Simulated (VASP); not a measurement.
**SiNi2: single point with BLYP**

The system is SiNi2.

```
Ni Si
1.0
     4.99000    0.00000    0.00000
     0.00000    3.72000    0.00000
     0.00000    0.00000    7.03000
Ni Si
8 4
Cartesian
  1.6218 2.7900 6.5871
  3.3683 0.9300 0.4429
  0.8732 0.9300 3.0721
  4.1167 2.7900 3.9579
  2.2854 2.7900 2.0879
  2.7046 0.9300 4.9421
  0.2096 0.9300 5.6029
  4.7804 2.7900 1.4271
  3.9221 2.7900 6.2286
  1.0679 0.9300 0.8014
  3.5629 0.9300 2.7136
  1.4271 2.7900 4.3164
```

| Property | Result |
| --- | --- |
| Program | VASP 6.6.1 |
| Task | single point |
| Functional | BLYP |
| Potentials or basis | VASP PAW PBE potentials, release 64 (Ni, Si) |
| Cutoff | 600 eV |
| k mesh | 6 × 7 × 4 |
| Occupations | fermi-dirac, width 0.05 eV |
| Spin | collinear spin, ferromagnetic start |
| Starting moments | [1.0, 1.0, 1.0, 1.0, 1.0, 1.0, 1.0, 1.0, 0.0, 0.0, 0.0, 0.0] μB |

```json
{
  "Pressure": "13.2 GPa",
  "Largest force": "0.366 eV/Å",
  "Band gap on the k mesh": "zero (filled and empty bands overlap)",
  "Net moment": "0.00 μB per cell",
  "Valence electrons inside the program's atomic spheres": "Ni 9.61, 9.51 (each value once); Si 1.64"
}
```

Forces on the atoms (eV/Å):
```
Ni   0.299  0.000  0.211
Ni  -0.299  0.000 -0.211
Ni  -0.299  0.000  0.211
Ni   0.299  0.000 -0.211
Ni   0.099  0.000 -0.063
Ni  -0.099  0.000  0.063
Ni  -0.099  0.000 -0.063
Ni   0.099  0.000  0.063
Si  -0.109  0.000  0.082
Si   0.109  0.000 -0.082
Si   0.109  0.000  0.082
Si  -0.109  0.000 -0.082
```

Stress tensor (GPa, compression positive):
```
13.43  0.00  0.00
 0.00 12.72  0.00
 0.00  0.00 13.33
```

Levels at points of the mesh, in eV from the Fermi level:
Spin up:
| k point | band 46 | band 47 | band 48 | band 49 | band 50 | band 51 |
| --- | --- | --- | --- | --- | --- | --- |
| (0.00, 0.00, 0.00) | -0.96 | -0.66 | -0.25 | 0.68 | 0.92 | 2.06 |
| (0.50, 0.00, 0.00) | -0.98 | 1.26 | 1.26 | 1.96 | 1.96 | 2.70 |
| (0.00, 0.00, 0.50) | -1.08 | -0.42 | -0.42 | 0.25 | 0.25 | 1.40 |
| (0.50, 0.00, 0.50) | -0.60 | 0.29 | 0.29 | 1.88 | 1.88 | 1.98 |
Spin down:
```
           k point  band 45  band 46  band 47  band 48  band 49  band 50  band 51  band 52
(0.00, 0.00, 0.00)    -1.02    -0.96    -0.66    -0.25     0.68     0.92     2.06     2.26
(0.50, 0.00, 0.00)    -0.98    -0.98     1.26     1.26     1.96     1.96     2.70     2.70
(0.00, 0.00, 0.50)    -1.08    -1.08    -0.42    -0.42     0.25     0.25     1.40     1.40
(0.50, 0.00, 0.50)    -0.60    -0.60     0.29     0.29     1.88     1.88     1.98     1.98
```

It took 4.1 min on 4 MPI ranks on Intel(R) Xeon(R) Platinum 8559C (Emerald Rapids), on a shared host, peak memory 0.72 GiB a rank.

Caveat: the cell stands under pressure; the moments typed at the start vanished in this run; the PAW data sets were made with another functional, which shifts forces and pressure a little.
